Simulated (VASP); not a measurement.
# BaS (I4/mmm) in VASP: notebook

BaS is run at these levels: PBEsol; tasks: electric field gradients.

Everything below comes from runs of VASP 6.6.1. Logs are shortened: lines on timing, memory, paths and dates and some standing lists are left out, and cuts for length are marked.

### 1 The cell of the first run

Symmetry: I4/mmm, No. 139, tetragonal system. Conventional cell: a = 4.517 Å, b = 4.517 Å, c = 6.515 Å, α = 90.00°, β = 90.00°, γ = 90.00°. Ba (site symmetry 4/mmm) has 6 S at 3.19 to 3.26 Å within 4.2 Å. Within 4.2 Å of S (site symmetry 4/mmm) lie 6 Ba at 3.19 to 3.26 Å.

### 2 Electric field gradients, PBEsol (zz strain of +2 %)

Input file INCAR:

```
SYSTEM = BaS
PREC = Accurate
ENCUT = 520
EDIFF = 1E-8
ISMEAR = -1
SIGMA = 0.02
LREAL = .False.
LASPH = .True.
NELM = 60
ALGO = Normal
ISIF = 2
LWAVE = .False.
LCHARG = .False.
GGA = PS
LEFG = .True.
NBANDS = 15
```

Input file KPOINTS:

```
Automatic mesh
0
Gamma
  8 8 8
  0 0 0
```

Input file POSCAR:

```
BaS
1.0
    0.0000000000      3.1937500000      3.2576250000
    3.1937500000      0.0000000000      3.2576250000
    3.1937500000      3.1937500000      0.0000000000
Ba S
1 1
Direct
    0.0000000000      0.0000000000      0.0000000000
    0.5000000000      0.5000000000      0.5000000000
```

Potentials or basis: VASP PAW PBE potentials, release 64 (Ba_sv, S).

Launch:

```bash
$ cat potpaw_PBE.64/Ba_sv/POTCAR potpaw_PBE.64/S/POTCAR > POTCAR
$ mpirun -np 1 vasp_std > vasp.out
```

OUTCAR:

```text
SYSTEM = BaS
   PREC = Accurate
   ENCUT = 520
   EDIFF = 1E-8
   ISMEAR = -1
   LREAL = .False.
   LASPH = .True.
   NELM = 60
   ISIF = 2
   GGA = PS

 ion  position               nearest neighbor table
   1  0.000  0.000  0.000-   2 3.19   2 3.19   2 3.19   2 3.19   2 3.26   2 3.26
   2  0.500  0.500  0.500-   1 3.19   1 3.19   1 3.19   1 3.19   1 3.26   1 3.26

  LATTYP: Found a body centered tetragonal cell.
 ALAT       =     4.5166445648
 C/A-ratio  =     1.4424978336

  Lattice vectors:

 A1 = (  -3.1937500000,   0.0000000000,   3.2576250000)
 A2 = (   3.1937500000,   0.0000000000,   3.2576250000)
 A3 = (   0.0000000000,   3.1937500000,  -3.2576250000)

Analysis of symmetry for initial positions (statically):
=====================================================================
 Subroutine PRICEL returns:
 Original cell was already a primitive cell.

 Routine SETGRP: Setting up the symmetry group for a
 body centered tetragonal supercell.

 Subroutine GETGRP returns: Found 16 space group operations
 (whereof 16 operations were pure point group operations)
 out of a pool of 16 trial point group operations.

The static configuration has the point symmetry D_4h.

Analysis of symmetry for dynamics (positions and initial velocities):
=====================================================================
 Subroutine PRICEL returns:
 Original cell was already a primitive cell.

 Routine SETGRP: Setting up the symmetry group for a
 body centered tetragonal supercell.

 Subroutine GETGRP returns: Found 16 space group operations
 (whereof 16 operations were pure point group operations)
 out of a pool of 16 trial point group operations.

The dynamic configuration has the point symmetry D_4h.

 Subroutine INISYM returns: Found 16 space group operations
 (whereof 16 operations are pure point group operations),
 and found     1 'primitive' translations

----------------------------------------------------------------------------------------

                                     Primitive cell

  volume of cell :      66.4558

  direct lattice vectors                    reciprocal lattice vectors
     0.000000000  3.193750000  3.257625000    -0.156555773  0.156555773  0.153486052
     3.193750000  0.000000000  3.257625000     0.156555773 -0.156555773  0.153486052
     3.193750000  3.193750000  0.000000000     0.156555773  0.156555773 -0.153486052

  length of vectors
     4.562034601  4.562034601  4.516644565     0.269401908  0.269401908  0.269401908

  position of ions in fractional coordinates (direct lattice)
     0.000000000  0.000000000  0.000000000
     0.500000000  0.500000000  0.500000000

  ion indices of the primitive-cell ions
   primitive index   ion index
                 1           1
                 2           2

----------------------------------------------------------------------------------------

 KPOINTS: Automatic mesh

Automatic generation of k-mesh.
 Grid dimensions read from file:
 generate k-points for:    8    8    8

 Generating k-lattice:

  Cartesian coordinates                     Fractional coordinates (reciprocal lattice)
    -0.019569472  0.019569472  0.019185756     0.125000000 -0.000000000  0.000000000
     0.019569472 -0.019569472  0.019185756    -0.000000000  0.125000000  0.000000000
     0.019569472  0.019569472 -0.019185756     0.000000000  0.000000000  0.125000000

  Length of vectors
     0.033675239  0.033675239  0.033675239

  Shift w.r.t. Gamma in fractional coordinates (k-lattice)
     0.000000000  0.000000000  0.000000000

 Subroutine IBZKPT returns following result:
 ===========================================

[... 35 lines left out ...]
   NGX,Y,Z   is equivalent  to a cutoff of  13.12, 13.12, 13.25 a.u.
   NGXF,Y,Z  is equivalent  to a cutoff of  26.24, 26.24, 26.50 a.u.
 SYSTEM =  BaS
   PREC   = accura    normal or accurate (medium, high low for compatibility)
   ISTART =      0    job   : 0-new  1-cont  2-samecut
   ICHARG =      2    charge: 1-file 2-atom 10-const
   ISPIN  =      1    spin polarized calculation?
   LNONCOLLINEAR =      F non collinear calculations
   LSORBIT =      F    spin-orbit coupling
   LASPH  =      T    aspherical Exc in radial PAW
   ENCUT  =  520.0 eV  38.22 Ry    6.18 a.u.   8.48  8.48  8.40*2*pi/ulx,y,z
   NELM   =     60;   NELMIN=  2; NELMDL= -5     # of ELM steps
   EDIFF  = 0.1E-07   stopping-criterion for ELM
   LREAL  =      F    real-space projection
   EDIFFG = 0.1E-06   stopping-criterion for IOM
   NSW    =      0    number of steps for IOM
   IBRION =     -1    ionic relax: 0-MD 1-quasi-New 2-CG
   NFREE  =      0    steps in history (QN), initial steepest desc. (CG)
   ISIF   =      2    stress and relaxation
   ISYM   =      2    0-nonsym 1-usesym 2-fastsym
   POTIM  = 0.5000    time-step for ionic-motion
   TEBEG  =    0.0;   TEEND  =   0.0 temperature during run
   PSTRESS=    0.0 pullay stress
   NELECT =      16.0000    total number of electrons
   NUPDOWN=      -1.0000    fix difference up-down
   EMIN   =  10.00;   EMAX   =-10.00  energy-range for DOS
   EFERMI =   0.00;   METHOD = LEGACY
   ISMEAR =    -1;   SIGMA  =   0.02  broadening in eV -4-tet -1-fermi 0-gaus
   EFERMI_NEDOS =   21; number of points for ismear=-14 and -15
   IALGO  =     38    algorithm
   IMIX   =      4    mixing-type and parameters
     AMIX     =   0.40;   BMIX     =  1.00
     AMIX_MAG =   1.60;   BMIX_MAG =  1.00
  volume/ion in A,a.u.               =      33.23       224.23
  Fermi-wavevector in a.u.,A,eV,Ry     =   1.018444  1.924580 14.112348  1.037228
  Thomas-Fermi vector in A             =   2.151902
   LORBIT       =      0    0 simple, 1 ext, 2 COOP (PROOUT), +10 PAW based schemes
   GGA     = PS    functional components
   LHFCALC =     F    Hartree Fock is set to
   AEXX    =    0.0000 exact exchange contribution
   IVDW    =     0    specifies the selected vdW correction
   LEPSILON=     F    determine dielectric tensor
   LRPA    =     F    only Hartree local field effects (RPA)
 non-spin polarized calculation
  energy-cutoff  :      520.00
  volume of cell :       66.46
 maximum number of plane-waves:      1824
 NGX is ok and might be reduce to    36
   NGX = 17   NGY = 17   NGZ = 17

 number of electron      16.0000002 magnetization

 Free energy of the ion-electron system (eV)
  ---------------------------------------------------
  ext. energy  EPLUGINS =         0.00000000
  ---------------------------------------------------
  free energy    TOTEN  =       -10.70658930 eV

  energy without entropy =      -10.70658930  energy(sigma->0) =      -10.70658930

 E-fermi :   1.7236     XC(G=0):  -8.7398

 val. band max:        1.2607532206   @ k =   0.0000   0.0000   0.0000
 cond. band min:       3.2540881793   @ k =   0.5000   0.0000   0.5000
 fundamental gap:      1.9933349588
 Fermi energy:         1.7236481910

 k-point     1 :       0.0000    0.0000    0.0000
  band No.  band energies     occupation
      1     -24.8558      2.00000
      2      -9.9005      2.00000
      3      -9.9005      2.00000
      4      -9.9005      2.00000
      5      -9.0825      2.00000
      6       1.2019      2.00000
      7       1.2608      2.00000
      8       1.2608      2.00000
      9       4.5405      0.00000
     10       4.9323      0.00000
     11       5.0709      0.00000
     12       5.0709      0.00000
     13       5.9165      0.00000
     14       6.0127      0.00000
[... 401 lines left out ...]
      2     -10.7641      2.00000
      3      -9.9700      2.00000
      4      -9.9571      2.00000
      5      -8.1673      2.00000
      6      -0.2985      2.00000
      7       0.4103      2.00000
      8       0.5637      2.00000
      9       4.9694      0.00000
     10       6.7630      0.00000
     11       6.9002      0.00000
     12       7.1148      0.00000
     13       7.7953      0.00000
     14       9.2555      0.00000
     15      11.2306      0.00000

 [... further k-points ...]

------------------------ aborting loop because EDIFF is reached ----------------------------------------

  FORCE on cell =-STRESS in cart. coord.  units (eV):
  Direction    XX          YY          ZZ          XY          YZ          ZX
  --------------------------------------------------------------------------------------
  -------------------------------------------------------------------------------------
  Total       -0.3484335     -0.3484335     -0.9354386      0.0000000     -0.0000000      0.0000000
  in kB       -8.4003525     -8.4003525    -22.5524089      0.0000000     -0.0000000      0.0000000
  external PRESSURE =     -13.1177047 kB  Pullay stress =       0.0000000 kB

 VOLUME and BASIS-vectors are now :
 -----------------------------------------------------------------------------
  energy-cutoff  :      520.00
  volume of cell :       66.46
      direct lattice vectors                 reciprocal lattice vectors
     0.000000000  3.193750000  3.257625000    -0.156555773  0.156555773  0.153486052
     3.193750000  0.000000000  3.257625000     0.156555773 -0.156555773  0.153486052
     3.193750000  3.193750000  0.000000000     0.156555773  0.156555773 -0.153486052

 POSITION                                       TOTAL-FORCE (eV/Angst)
 -----------------------------------------------------------------------------------
      0.00000      0.00000      0.00000        -0.000000     -0.000000      0.000000
      3.19375      3.19375      3.25762         0.000000      0.000000     -0.000000
 -----------------------------------------------------------------------------------
    total drift:                                0.000000      0.000000      0.000000

  FREE ENERGIE OF THE ION-ELECTRON SYSTEM (eV)
  ---------------------------------------------------
  free  energy   TOTEN  =       -10.7065893041 eV

  energy  without entropy=      -10.7065893041  energy(sigma->0) =      -10.70658930

 Electric field gradients (V/A^2)
---------------------------------------------------------------------
 ion       V_xx      V_yy      V_zz      V_xy      V_xz      V_yz
---------------------------------------------------------------------
   1     -12.340   -12.340    24.681     0.000     0.000     0.000
   2      -3.498    -3.498     6.997     0.000     0.000     0.000
---------------------------------------------------------------------

 Electric field gradients after diagonalization (V/A^2)
 (convention: |V_zz| > |V_xx| > |V_yy|)
----------------------------------------------------------------------
 ion       V_xx      V_yy      V_zz     asymmetry (V_yy - V_xx)/ V_zz
----------------------------------------------------------------------
   1     -12.341   -12.340    24.681       0.000
   2      -3.499    -3.498     6.997       0.000
----------------------------------------------------------------------

           NMR quadrupolar parameters

 Cq : quadrupolar parameter    Cq=e*Q*V_zz/h
 eta: asymmetry parameters     (V_yy - V_xx)/ V_zz
 Q  : nuclear electric quadrupole moment in mb (millibarn)
----------------------------------------------------------------------
 ion       Cq(MHz)       eta       Q (mb)
----------------------------------------------------------------------
   1       0.060       0.000       1.000
   2       0.017       0.000       1.000
----------------------------------------------------------------------
```

Wall time 42 s (1 thread of Intel Xeon Platinum 8488C (Sapphire Rapids), shared host); peak memory 0.23 GiB.

Results:

```
Free energy                             : -10.7066 eV
Pressure                                : -1.3 GPa
Band gap on the k mesh                  : 1.99 eV (least direct gap 2.14 eV)
Largest electric field gradient by atom : Ba +24.7; S +7.0 V/Å²
```

Electric field gradients, principal values (V/Å²):
| atom | least | middle | greatest (by size) |
| --- | --- | --- | --- |
| 1 Ba | -12.340 | -12.341 | 24.681 |
| 2 S | -3.498 | -3.499 | 6.997 |

Caveat: the cell differs from its parent crystal (zz strain of +2 %); without QUAD_EFG the Cq values of the log hold for a quadrupole moment of 1 mb, not for the nuclei; the PAW data sets were made with another functional, which shifts forces and pressure a little; spin-orbit coupling is left out, which moves the levels of the heavy elements. A k mesh can miss the band edges.

### 3 Electric field gradients, PBEsol (zz strain of +3 %)

Input file INCAR:

```
SYSTEM = BaS
PREC = Accurate ; ENCUT = 520
EDIFF = 1E-8 ; ISMEAR = -1
SIGMA = 0.02 ; LREAL = .False.
LASPH = .True. ; NELM = 60
ALGO = Normal ; ISIF = 2
LWAVE = .False. ; LCHARG = .False.
GGA = PS ; LEFG = .True.
NBANDS = 15
```

Input file KPOINTS:

```
regular mesh
0
Gamma
  8 8 8
  0 0 0
```

Input file POSCAR:

```
BaS
1.0
    0.0000000000      3.1937500000      3.2895625000
    3.1937500000      0.0000000000      3.2895625000
    3.1937500000      3.1937500000      0.0000000000
Ba S
1 1
Direct
    0.0000000000      0.0000000000      0.0000000000
    0.5000000000      0.5000000000      0.5000000000
```

Potentials or basis: VASP PAW PBE potentials, release 64 (Ba_sv, S).

Launch:

```bash
$ cat potpaw_PBE.64/Ba_sv/POTCAR potpaw_PBE.64/S/POTCAR > POTCAR
$ mpirun -np 1 vasp_std > vasp.out
```

OUTCAR:

```text
SYSTEM = BaS
   PREC = Accurate
   ENCUT = 520
   EDIFF = 1E-8
   ISMEAR = -1
   LREAL = .False.
   LASPH = .True.
   NELM = 60
   ISIF = 2
   GGA = PS

 ion  position               nearest neighbor table
   1  0.000  0.000  0.000-   2 3.19   2 3.19   2 3.19   2 3.19   2 3.29   2 3.29
   2  0.500  0.500  0.500-   1 3.19   1 3.19   1 3.19   1 3.19   1 3.29   1 3.29

  LATTYP: Found a body centered tetragonal cell.
 ALAT       =     4.5166445648
 C/A-ratio  =     1.4566399692

  Lattice vectors:

[... 646 lines left out ...]
  ---------------------------------------------------
  free  energy   TOTEN  =       -10.6960467628 eV

  energy  without entropy=      -10.6960467628  energy(sigma->0) =      -10.69604676

 Electric field gradients (V/A^2)
---------------------------------------------------------------------
 ion       V_xx      V_yy      V_zz      V_xy      V_xz      V_yz
---------------------------------------------------------------------
   1     -17.971   -17.971    35.942     0.000     0.000     0.000
   2      -5.078    -5.078    10.156     0.000     0.000     0.000
---------------------------------------------------------------------

 Electric field gradients after diagonalization (V/A^2)
 (convention: |V_zz| > |V_xx| > |V_yy|)
----------------------------------------------------------------------
 ion       V_xx      V_yy      V_zz     asymmetry (V_yy - V_xx)/ V_zz
----------------------------------------------------------------------
   1     -17.971   -17.971    35.942       0.000
   2      -5.078    -5.078    10.156       0.000
----------------------------------------------------------------------

           NMR quadrupolar parameters

 Cq : quadrupolar parameter    Cq=e*Q*V_zz/h
 eta: asymmetry parameters     (V_yy - V_xx)/ V_zz
 Q  : nuclear electric quadrupole moment in mb (millibarn)
----------------------------------------------------------------------
 ion       Cq(MHz)       eta       Q (mb)
----------------------------------------------------------------------
   1       0.087       0.000       1.000
   2       0.025       0.000       1.000
----------------------------------------------------------------------
```

stdout:

```text
POSCAR found type information on POSCAR BaS
 POSCAR found :  2 types and       2 ions
 scaLAPACK will be used
 -----------------------------------------------------------------------------
|                                                                             |
|                                                                             |
|     You enforced a specific xc type in the INCAR file but a different       |
|     I HOPE YOU KNOW WHAT YOU ARE DOING!                                     |
|                                                                             |
 -----------------------------------------------------------------------------

 LDA part: xc-table for (Slater+PW92), standard interpolation
 POSCAR, INCAR and KPOINTS ok, starting setup
 FFT: planning ... GRIDC
 FFT: planning ... GRID_SOFT
 FFT: planning ... GRID
 WAVECAR not read
 entering main loop
ion   1

ion   2
```

Wall time 38 s (1 thread of Intel Xeon Platinum 8488C (Sapphire Rapids), shared host); peak memory 0.23 GiB.

What came out:

```yaml
Free_energy: -10.6960 eV
Pressure: -1.6 GPa
Band_gap_on_the_k_mesh: 2.00 eV (least direct gap 2.15 eV)
Largest_electric_field_gradient_by_atom: Ba +35.9; S +10.2 V/Å²
```

Stress tensor (GPa, compression positive):
```
-0.99  0.00  0.00
 0.00 -0.99  0.00
 0.00  0.00 -2.95
```

Electric field gradients, principal values (V/Å²):
| atom | least | middle | greatest (by size) |
| --- | --- | --- | --- |
| 1 Ba | -17.971 | -17.971 | 35.942 |
| 2 S | -5.078 | -5.078 | 10.156 |

Caveat: the cell differs from its parent crystal (zz strain of +3 %); without QUAD_EFG the Cq values of the log hold for a quadrupole moment of 1 mb, not for the nuclei; the PAW data sets were made with another functional, which shifts forces and pressure a little; spin-orbit coupling is left out, which moves the levels of the heavy elements. A k mesh can miss the band edges.
